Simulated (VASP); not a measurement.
SiC: single point with LDA

SiC:

```
Si C
1.0
     0.00000    2.17831    2.17831
     2.17831    0.00000    2.17831
     2.17831    2.17831    0.00000
Si C
1 1
Direct
  0.75000 0.75000 0.75000
  0.00000 0.00000 0.00000
```

This cell differs from its parent crystal: strained cell.

```json
{"Program": "VASP 6.6.1", "Task": "single point", "Functional": "LDA", "Potentials or basis": "VASP PAW LDA potentials, release 64 (Si, C)", "Cutoff": "520 eV", "k mesh": "10 × 10 × 10", "Occupations": "gaussian, width 0.02 eV", "Spin": "no spin polarisation", "Dipole correction": "no", "Further INCAR settings": "ALGO = Normal; EDIFF = 1e-07; NBANDS = 11"}
```

```yaml
Pressure: -3.8 GPa
Band_gap_on_the_k_mesh: 1.30 eV (least direct gap 4.50 eV)
```

Levels at points of the mesh, in eV from the valence-band top:
```
           k point  band 2  band 3  band 4  band 5  band 6  band 7
(0.00, 0.00, 0.00)    0.00    0.00    0.00    6.30    7.20    7.20
(0.50, 0.00, 0.00)   -8.56   -1.05   -1.05    5.40    7.13    7.13
(0.50, 0.50, 0.00)   -7.81   -3.20   -3.20    1.30    4.19   13.84
```

Run time: 6 s on 1 thread of Intel Xeon 8259CL, with other jobs on the host, peak memory 0.13 GiB.

Caveat: the cell differs from its parent crystal (strained cell); the cell stands under tension. A k mesh can miss the band edges.
